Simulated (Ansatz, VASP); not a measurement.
**One calculation of TaN, two programs**

File INCAR:

```
SYSTEM = TaN
ALGO = Normal ; EDIFF = 1E-7
EDIFFG = -0.05 ; ENCUT = 600
GGA = PS ; GGA_COMPAT = .False.
IBRION = 2 ; ISIF = 3
ISMEAR = 0 ; LASPH = .True.
LCHARG = .False. ; LREAL = .False.
LWAVE = .False. ; NELM = 120
NELMIN = 4 ; NSW = 100
PREC = Accurate ; SIGMA = 0.1
```

The input KPOINTS:

```
k-points
0
Gamma
  8 8 8
  0 0 0
```

Contents of POSCAR:

```
TaN
1.0
    0.0000000000      2.2113230000      2.2113230000
    2.2113230000      0.0000000000      2.2113230000
    2.2113230000      2.2113230000      0.0000000000
Ta N
1 1
Direct
    0.5000000000      0.5000000000      0.5000000000
    0.0000000000      0.0000000000      0.0000000000
```

Input for Ansatz:

```yaml
crystal:
  lattice:
    - [0.0, 2.211323, 2.211323]
    - [2.211323, 0.0, 2.211323]
    - [2.211323, 2.211323, 0.0]
  atoms:
    - { symbol: Ta, position: [0.5, 0.5, 0.5] }
    - { symbol: "N", position: [0.0, 0.0, 0.0] }
basis:
  ecutwfc: 420
kpoints:
  mp_grid: { grid: [8, 8, 8] }
hamiltonian:
  xc: pbesol
  pseudopotentials: { kind: paw }
scf:
  occupations: { method: gaussian, width: 0.1 }
output:
  forces: true
  stress: true
  eigenvalues: true
relax:
  adjacent_minimum: "off"
  f_tol: 0.05
  max_steps: 80
  cell: { stress_tol: 0.5 }
```

Alike in both runs: task relaxation of cell and atoms; functional PBEsol; k mesh 8 × 8 × 8; occupations gaussian, width 0.1 eV; no spin polarisation.

|  | VASP | Ansatz |
| --- | --- | --- |
| version | VASP 6.6.1 | Ansatz 0.2.0 |
| potentials or method | VASP PAW PBE potentials, release 64 (Ta_pv, N), cutoff 600 eV | scalar-relativistic, plane waves, PAW |
| valence electrons in the cell | 16 | 18 |

VASP gave:

```
gap on the k mesh at the Fermi level, each at its own relaxed structure (eV) : none
relaxed volume (Å³/atom)                                                     : 10.51
relaxed cell length with the largest relative difference (Å)                 : 3.098
```

**Question.** What did Ansatz give for the same quantities?

**Answer.** gap on the k mesh at the Fermi level, each at its own relaxed structure (eV): none; relaxed volume (Å³/atom): 10.49; relaxed cell length with the largest relative difference (Å): 3.096.

VASP's potentials were made for PBE, not for PBEsol. A gap of «none» marks a metal or a gap that the smearing closes. VASP's potentials hold 16 valence electrons a cell and Ansatz's 18, so a difference there can come from the potentials and not from the codes.

Spin-orbit coupling is off throughout. Noted on VASP's run: too few bands were computed for a metal, which touches its energy and stress.
